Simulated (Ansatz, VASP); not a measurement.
# One calculation of Pb, two programs

```
CELL_PARAMETERS angstrom
0.00000 2.47954 2.47954
2.47954 0.00000 2.47954
2.47954 2.47954 0.00000
ATOMIC_POSITIONS crystal
Pb 0.00000 0.00000 0.00000
```

Alike in both runs: functional PBE; dispersion D3(BJ); k mesh 14 × 14 × 14; occupations gaussian, width 0.1 eV; no spin polarisation.

Ansatz relaxed the structure, and its values are those at the end. VASP's run is a single point on that final structure, the one shown.

|  | VASP | Ansatz |
| --- | --- | --- |
| version | VASP 6.6.1 | Ansatz 0.2.0 |
| potentials or method | VASP PAW PBE potentials, release 64 (Pb_d), cutoff 520 eV | scalar-relativistic, plane waves, PAW |
| valence electrons in the cell | 14 | 14 |

VASP gave:

```
gap on the k mesh at the Fermi level (eV) : none
pressure (GPa)                            : -0.1
```

Problem. Estimate Ansatz's values.

Solution. gap on the k mesh at the Fermi level (eV): none; pressure (GPa): 0.0.

A gap of «none» marks a metal or a gap that the smearing closes. Ansatz's warnings: relaxed geometry near dispersion switch.

Neither program's run includes spin-orbit coupling.
